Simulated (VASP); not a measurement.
# Zn5Se2S3 in VASP: a series of runs

Zn5Se2S3 is run at these levels: PBE; tasks: single point.

Everything below comes from runs of VASP 6.6.1. Logs are shortened: lines on timing, memory, paths and dates and some standing lists are left out, and cuts for length are marked.

## Step 1: The cell of the first run

The typed cell holds 10 atoms: a = 3.952 Å, b = 3.948 Å, c = 14.079 Å, α = 98.06°, β = 98.05°, γ = 90.00°.

## Step 2: Single point, PBE

INCAR

```
SYSTEM = Zn5Se2S3
PREC = Accurate
ENCUT = 520
EDIFF = 1E-7
ISMEAR = 0
SIGMA = 0.1
LREAL = .False.
LASPH = .True.
NELM = 60
ALGO = Normal
ISIF = 2
LWAVE = .False.
LCHARG = .False.
GGA = PE
NBANDS = 56
```

KPOINTS

```
regular mesh
0
Gamma
  4 4 4
  0 0 0
```

POSCAR

```
Zn5Se2S3
1.0
   -0.0001841935     -3.9516519447      0.0003614434
    3.9476656316      0.0001594302      0.0001444533
   -1.9758295762      1.9739669692     13.7996139219
Zn Se S
5 2 3
Direct
    0.3459186038      0.8461028282      0.6912909477
    0.9518047295      0.4518957704      0.9041358109
    0.5478199489      0.0476637466      0.0960172591
    0.1542872960      0.6546408291      0.3087537107
    0.7504308620      0.2499898846      0.4999983352
    0.8988671493      0.8985990255      0.7975727519
    0.1010285976      0.1011684657      0.2023623443
    0.7019997694      0.7020924630      0.4042481662
    0.2980810021      0.2981273175      0.5955863075
    0.4997620413      0.4997196694      0.0000343666
```

Potentials or basis: VASP PAW PBE potentials, release 64 (Zn, Se, S).

The run is started by

```console
> cat potpaw_PBE.64/Zn/POTCAR potpaw_PBE.64/Se/POTCAR potpaw_PBE.64/S/POTCAR > POTCAR
> mpirun -np 1 vasp_std > vasp.out
```

OUTCAR:

```text
SYSTEM = Zn5Se2S3
   PREC = Accurate
   ENCUT = 520
   EDIFF = 1E-7
   ISMEAR = 0
   LREAL = .False.
   LASPH = .True.
   NELM = 60
   ISIF = 2
   GGA = PE

 ion  position               nearest neighbor table
   1  0.346  0.846  0.691-   9 2.37   9 2.38   6 2.46   6 2.46
   2  0.952  0.452  0.904-  10 2.38  10 2.38   6 2.46   6 2.46
   3  0.548  0.048  0.096-  10 2.38  10 2.38   7 2.46   7 2.46
   4  0.154  0.655  0.309-   8 2.37   8 2.38   7 2.46   7 2.46
   5  0.750  0.250  0.500-   8 2.38   8 2.38   9 2.38   9 2.38
   6  0.899  0.899  0.798-   1 2.46   1 2.46   2 2.46   2 2.46
   7  0.101  0.101  0.202-   4 2.46   4 2.46   3 2.46   3 2.46
   8  0.702  0.702  0.404-   4 2.37   4 2.38   5 2.38   5 2.38
   9  0.298  0.298  0.596-   1 2.37   1 2.38   5 2.38   5 2.38
  10  0.500  0.500  0.000-   3 2.38   3 2.38   2 2.38   2 2.38

  LATTYP: Found a triclinic cell.
 ALAT       =    14.0790143009
 B/A-ratio  =     0.2806767492
 C/A-ratio  =     0.2803936095
 COS(alpha) =     0.0000869944
 COS(beta)  =     0.1400965081
 COS(gamma) =     0.1401345324

  Lattice vectors:

 A1 = (  -1.9718360554,  -1.9741263994, -13.7997583752)
 A2 = (  -0.0001841935,  -3.9516519447,   0.0003614434)
 A3 = (  -3.9476656316,  -0.0001594302,  -0.0001444533)

Analysis of symmetry for initial positions (statically):
=====================================================================
 Subroutine PRICEL returns:
 Original cell was already a primitive cell.

 Routine SETGRP: Setting up the symmetry group for a
 triclinic supercell.

 Subroutine GETGRP returns: Found  1 space group operations
 (whereof  1 operations were pure point group operations)
 out of a pool of  2 trial point group operations.

The static configuration has the point symmetry C_1 .

Analysis of symmetry for dynamics (positions and initial velocities):
=====================================================================
 Subroutine PRICEL returns:
 Original cell was already a primitive cell.

 Routine SETGRP: Setting up the symmetry group for a
 triclinic supercell.

 Subroutine GETGRP returns: Found  1 space group operations
 (whereof  1 operations were pure point group operations)
 out of a pool of  2 trial point group operations.

The dynamic configuration has the point symmetry C_1 .

 Subroutine INISYM returns: Found  1 space group operations
 (whereof  1 operations are pure point group operations),
 and found     1 'primitive' translations
[... 113 lines left out ...]
   EDIFFG = 0.1E-05   stopping-criterion for IOM
   NSW    =      0    number of steps for IOM
   IBRION =     -1    ionic relax: 0-MD 1-quasi-New 2-CG
   NFREE  =      0    steps in history (QN), initial steepest desc. (CG)
   ISIF   =      2    stress and relaxation
   ISYM   =      2    0-nonsym 1-usesym 2-fastsym
   POTIM  = 0.5000    time-step for ionic-motion
   TEBEG  =    0.0;   TEEND  =   0.0 temperature during run
   PSTRESS=    0.0 pullay stress
   NELECT =      90.0000    total number of electrons
   NUPDOWN=      -1.0000    fix difference up-down
   EMIN   =  10.00;   EMAX   =-10.00  energy-range for DOS
   EFERMI =   0.00;   METHOD = LEGACY
   ISMEAR =     0;   SIGMA  =   0.10  broadening in eV -4-tet -1-fermi 0-gaus
   EFERMI_NEDOS =   21; number of points for ismear=-14 and -15
   IALGO  =     38    algorithm
   IMIX   =      4    mixing-type and parameters
     AMIX     =   0.40;   BMIX     =  1.00
     AMIX_MAG =   1.60;   BMIX_MAG =  1.00
  volume/ion in A,a.u.               =      21.53       145.27
  Fermi-wavevector in a.u.,A,eV,Ry     =   1.224121  2.313253 20.387953  1.498472
  Thomas-Fermi vector in A             =   2.359207
   LORBIT       =      0    0 simple, 1 ext, 2 COOP (PROOUT), +10 PAW based schemes
   GGA     = PE    functional components
   LHFCALC =     F    Hartree Fock is set to
   AEXX    =    0.0000 exact exchange contribution
   IVDW    =     0    specifies the selected vdW correction
   LEPSILON=     F    determine dielectric tensor
   LRPA    =     F    only Hartree local field effects (RPA)
 non-spin polarized calculation
 Gauss-broadening in eV      SIGMA  =   0.10
  energy-cutoff  :      520.00
  volume of cell :      215.28
 maximum number of plane-waves:      5857
 NGX is ok and might be reduce to    30
   NGX = 15   NGY = 15   NGZ = 53

 number of electron      89.9999986 magnetization

 Free energy of the ion-electron system (eV)
  ---------------------------------------------------
  ext. energy  EPLUGINS =         0.00000000
  ---------------------------------------------------
  free energy    TOTEN  =       -32.44177346 eV

  energy without entropy =      -32.44177346  energy(sigma->0) =      -32.44177346

 E-fermi :   2.1167     XC(G=0):  -9.3679

 val. band max:        1.7003744194   @ k =   0.0000   0.0000   0.0000
 cond. band min:       3.2617651069   @ k =   0.0000   0.0000   0.0000
 fundamental gap:      1.5613906874
 Fermi energy:         2.1167151017

 k-point     1 :       0.0000    0.0000    0.0000
  band No.  band energies     occupation
      1     -11.3464      2.00000
      2     -11.0194      2.00000
      3     -10.9818      2.00000
      4     -10.3649      2.00000
      5     -10.3542      2.00000
      6      -4.7220      2.00000
[... 1405 lines left out ...]
     55       8.1716      0.00000
     56       8.4703      0.00000

 [... further k-points ...]
[... 5 lines left out ...]
  --------------------------------------------------------------------------------------
  -------------------------------------------------------------------------------------
  Total        0.1436245      0.0367398      0.2279966     -0.0013624      0.0111346      0.0011510
  in kB        1.0689198      0.2734348      1.6968559     -0.0101397      0.0828690      0.0085666
  external PRESSURE =       1.0130702 kB  Pullay stress =       0.0000000 kB

 VOLUME and BASIS-vectors are now :
 -----------------------------------------------------------------------------
  energy-cutoff  :      520.00
  volume of cell :      215.28
      direct lattice vectors                 reciprocal lattice vectors
    -0.000184194 -3.951651945  0.000361443     0.000008895 -0.253055414  0.036199607
     3.947665632  0.000159430  0.000144453     0.253312934 -0.000008490  0.036270576
    -1.975829576  1.973966969 13.799613922    -0.000002652  0.000006628  0.072464468

 POSITION                                       TOTAL-FORCE (eV/Angst)
 -----------------------------------------------------------------------------------
      1.97419     -0.00223      9.53980        -0.002688      0.002978     -0.002610
     -0.00266     -1.97639     12.47713        -0.000032     -0.001942      0.004844
     -0.00165     -1.97525      1.32521         0.000347     -0.000979     -0.006681
      1.97423     -0.00012      4.26083        -0.003568     -0.000658      0.001177
     -0.00117     -1.97842      6.90009         0.000324      0.002196     -0.001074
      1.97134     -1.97748     11.00665         0.002099     -0.001385      0.011605
     -0.00047      0.00024      2.79257         0.003592      0.001638     -0.009204
      1.97277     -1.97597      5.57882         0.001242     -0.002256      0.015447
      0.00008     -0.00220      8.21901        -0.001742      0.000753     -0.009402
      1.97257     -1.97474      0.00073         0.000426     -0.000346     -0.004103
 -----------------------------------------------------------------------------------
    total drift:                               -0.000051     -0.000066     -0.000314

  FREE ENERGIE OF THE ION-ELECTRON SYSTEM (eV)
  ---------------------------------------------------
  free  energy   TOTEN  =       -32.4417734563 eV

  energy  without entropy=      -32.4417734563  energy(sigma->0) =      -32.44177346
```

stdout:

```text
POSCAR found type information on POSCAR ZnSeS
 POSCAR found :  3 types and      10 ions
 scaLAPACK will be used
 LDA part: xc-table for (Slater+PW92), standard interpolation
 POSCAR, INCAR and KPOINTS ok, starting setup
 FFT: planning ... GRIDC
 FFT: planning ... GRID_SOFT
 FFT: planning ... GRID
 WAVECAR not read
 entering main loop
```

Wall time 4.2 min (1 thread of AMD EPYC 9R45 (Zen 5), shared host); peak memory 0.48 GiB.

Results:

| Quantity | Value |
| --- | --- |
| Free energy | -32.4418 eV |
| Pressure | 0.1 GPa |
| Largest force | 0.016 eV/Å |
| Band gap on the k mesh | 1.56 eV, direct |

Forces in eV/Å, atoms in the order of the input:
```
Zn  -0.003  0.003 -0.003
Zn   0.000 -0.002  0.005
Zn   0.000 -0.001 -0.007
Zn  -0.004 -0.001  0.001
Zn   0.000  0.002 -0.001
Se   0.002 -0.001  0.012
Se   0.004  0.002 -0.009
S    0.001 -0.002  0.015
S   -0.002  0.001 -0.009
S    0.000  0.000 -0.004
```

A k mesh can miss the band edges. As with any semilocal functional, this PBE gap is likely too small.

## Step 3: Single point, PBE

This run uses another cell than the first one, of 21.40 Å³/atom, 0.994 times its volume.

INCAR

```
PREC = Accurate
ENCUT = 520
EDIFF = 1E-7
ISMEAR = 0
SIGMA = 0.1
LREAL = False
LASPH = True
NELM = 80
ALGO = Normal
ISIF = 2
LWAVE = False
LCHARG = False
GGA = PE
NBANDS = 56
```

KPOINTS

```
regular mesh
0
Gamma
  6 6 6
```

POSCAR

```
Zn5Se2S3
1.0
   -1.9633397164      1.9633397164     13.8816181119
    1.9633397164     -1.9633397164     13.8816181119
    1.9633397164      1.9633397164    -13.8816181119
Zn Se S
5 2 3
Direct
    0.3457997789      0.8457997789      0.5000000000
    0.9519524386      0.4519524386      0.5000000000
    0.5480475614      0.0480475614      0.5000000000
    0.1542002211      0.6542002211      0.5000000000
    0.7500000000      0.2500000000      0.5000000000
    0.8988793382      0.8988793382      0.0000000000
    0.1011206618      0.1011206618      0.0000000000
    0.7022027121      0.7022027121      0.0000000000
    0.2977972879      0.2977972879      0.0000000000
    0.5000000000      0.5000000000      0.0000000000
```

Potentials or basis: VASP PAW PBE potentials, release 64 (Zn, Se, S).

The run is started by

```console
> cat potpaw_PBE.64/Zn/POTCAR potpaw_PBE.64/Se/POTCAR potpaw_PBE.64/S/POTCAR > POTCAR
> mpirun -np 1 vasp_std > vasp.out
```

It took 57 min on 1 thread of Intel Xeon 6975P-C (Granite Rapids), shared host; peak memory 2.1 GiB.

It converged, with:

```
Free energy            : -32.5222 eV
Pressure               : 0.4 GPa
Largest force          : 0.038 eV/Å
Band gap on the k mesh : 1.58 eV, direct
```

Forces on the atoms (eV/Å):
```
Zn   0.000  0.000 -0.038
Zn   0.000  0.000  0.037
Zn   0.000  0.000 -0.037
Zn   0.000  0.000  0.038
Zn   0.000  0.000  0.000
Se   0.000  0.000  0.000
Se   0.000  0.000  0.000
S    0.000  0.000 -0.021
S    0.000  0.000  0.021
S    0.000  0.000  0.000
```

Levels at points of the mesh, in eV from the valence-band top:
| k point | band 42 | band 43 | band 44 | band 45 | band 46 | band 47 | band 48 | band 49 |
| --- | --- | --- | --- | --- | --- | --- | --- | --- |
| (0.00, 0.00, 0.00) | -0.65 | -0.08 | 0.00 | 0.00 | 1.58 | 3.34 | 3.41 | 3.75 |
| (0.50, 0.00, 0.00) | -1.19 | -0.90 | -0.49 | -0.47 | 2.86 | 3.39 | 3.42 | 4.16 |
| (0.50, 0.50, 0.00) | -2.35 | -2.31 | -2.17 | -2.06 | 3.16 | 3.75 | 3.81 | 3.82 |
| (0.50, 0.50, 0.50) | -0.32 | -0.32 | -0.19 | -0.19 | 2.47 | 2.55 | 3.25 | 3.69 |
